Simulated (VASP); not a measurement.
Input of a VASP 6.6.1 run:

The input INCAR:

```
PREC = Accurate
ENCUT = 520
EDIFF = 1E-6
ISMEAR = -1
SIGMA = 0.1
LREAL = F
LASPH = T
NELM = 80
ALGO = Normal
ISIF = 2
LWAVE = F
LCHARG = T
GGA = B5
ALDAX = 1.0
AGGAX = 1.0
AGGAC = 1.0
ALDAC = 0.0
LELF = T
LVHAR = T
NBANDS = 54
```

Contents of KPOINTS:

```
regular mesh
0
Gamma
  5 5 5
```

Contents of POSCAR:

```
La
1.0
    6.8339439962      0.0000000000      0.0000000000
    0.0000000000      6.8339439962      0.0000000000
    0.0000000000      0.0000000000      6.8339439962
La
8
Direct
    1.0000000000      0.0000000000      1.0000000000
    0.5000000000      0.5000000000      0.5000000000
    0.2500000000      0.0000000000      0.5000000000
    0.7500000000      1.0000000000      0.5000000000
    0.5000000000      0.2500000000      1.0000000000
    0.5000000000      0.7500000000      1.0000000000
    0.0000000000      0.5000000000      0.2500000000
    0.0000000000      0.5000000000      0.7500000000
```

Potentials or basis: VASP PAW PBE potentials, release 64 (La).

The run is started by

```bash
$ cat potpaw_PBE.64/La/POTCAR > POTCAR
$ mpirun -np 1 vasp_std > vasp.out
```

Problem. What does it give for the band gap on the k mesh?

Solution. Zero (bands 44 and 45 overlap by 0.08 eV).

Problem. Predict the pressure.

Solution. 0.0 GPa.

Caveat: the PAW data sets were made with another functional, which shifts forces and pressure a little; spin-orbit coupling is left out, which moves the levels of the heavy elements.
